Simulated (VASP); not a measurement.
Set up this calculation in VASP 6.6.1, as the native input.

| Item | Value |
| --- | --- |
| Task | relaxation of cell and atoms |
| Functional | LDA |
| Potentials or basis | VASP PAW LDA potentials, release 64 (W_sv, C) |
| Cutoff | 600 eV |
| k mesh | 18 × 18 × 14 |
| Occupations | gaussian, width 0.1 eV |
| Spin | no spin polarisation |
| Dipole correction | no |
| Further INCAR settings | ALGO = Normal; EDIFF = 1e-07; IBRION = 2; EDIFFG = -0.002; NSW = 100; ISIF = 3 |

The structure of WC lies in POSCAR:

```
WC
1.0
    2.8820700000      0.0000000000      0.0000000000
   -1.4410350000      2.4959458400      0.0000000000
    0.0000000000      0.0000000000      2.8238700000
W C
1 1
Direct
    0.0000000000      0.0000000000      0.0000000000
    0.6666666700      0.3333333300      0.5000000000
```

These files were run (other wordings do the same):

INCAR

```
SYSTEM = WC
PREC = Accurate
ENCUT = 600
EDIFF = 1E-7
ISMEAR = 0
SIGMA = 0.1
LREAL = .FALSE.
LASPH = .TRUE.
NELM = 80
ALGO = Normal
ISIF = 3
LWAVE = .FALSE.
LCHARG = .FALSE.
GGA = CA
IBRION = 2
NSW = 100
EDIFFG = -0.002
```

KPOINTS

```
Automatic mesh
0
G
  18 18 14
  0 0 0
```

Potentials or basis: VASP PAW LDA potentials, release 64 (W_sv, C).

Launch:

```sh
$ cat potpaw_LDA.64/W_sv/POTCAR potpaw_LDA.64/C/POTCAR > POTCAR
$ mpirun -np 1 vasp_std > vasp.out
```

It gave:

```json
{"Relaxed volume": "10.19 Å³/atom", "Relaxed cell": "a = 2.889 Å, b = 2.889 Å, c = 2.818 Å, α = 90.00°, β = 90.00°, γ = 120.00°", "Space group after relaxing (to 0.1 Å)": "P-6m2 (No. 187)", "Energy gained by relaxing": "0.4 meV/atom", "Ionic steps": "5", "Pressure after relaxing": "0.0 GPa", "Band gap on the k mesh": "zero (bands 9 and 10 overlap by 1.25 eV)"}
```

Caveat: spin-orbit coupling is left out, which moves the levels of the heavy elements.

Run time: 3.9 min on 1 thread of Intel Xeon 8259CL, with other jobs on the host, peak memory 0.23 GiB.
